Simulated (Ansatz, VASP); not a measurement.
**Two plane-wave programs on In4Ru**

```
In Ru
1.0
    -3.28498    3.28498    2.79006
     3.28498   -3.28498    2.79006
     3.28498    3.28498   -2.79006
In Ru
4 1
Direct
  0.00000 0.67264 0.67264
  0.00000 0.32736 0.32736
  0.67264 0.00000 0.67264
  0.32736 0.00000 0.32736
  0.00000 0.00000 0.00000
```

Alike in both runs: task relaxation of cell and atoms; functional PBE; k mesh 4 × 4 × 4; occupations gaussian, width 0.2 eV; no spin polarisation.

```csv
,VASP,Ansatz
version,VASP 6.6.1,Ansatz 0.2.0
potentials or method,"VASP PAW PBE potentials, release 64 (In_d, Ru_pv), cutoff 600 eV","scalar-relativistic, plane waves, PAW"
valence electrons in the cell,66,68
```

Ansatz gave:

| Quantity | Value |
| --- | --- |
| gap on the k mesh at the Fermi level, each at its own relaxed structure (eV) | none |
| relaxed volume (Å³/atom) | 34.31 |
| relaxed cell length with the largest relative difference (Å) | 6.278 |

**Question.** Which values does VASP return?

**Answer.** gap on the k mesh at the Fermi level, each at its own relaxed structure (eV): none; relaxed volume (Å³/atom): 34.23; relaxed cell length with the largest relative difference (Å): 6.295.

A gap of «none» marks a metal or a gap that the smearing closes. VASP's potentials hold 66 valence electrons a cell and Ansatz's 68, so a difference there can come from the potentials and not from the codes.

The k mesh is coarse, so the values compare programs but aren't converged. Noted on VASP's run: the volume moved by over 15 % at a fixed basis, so the end points are rough.
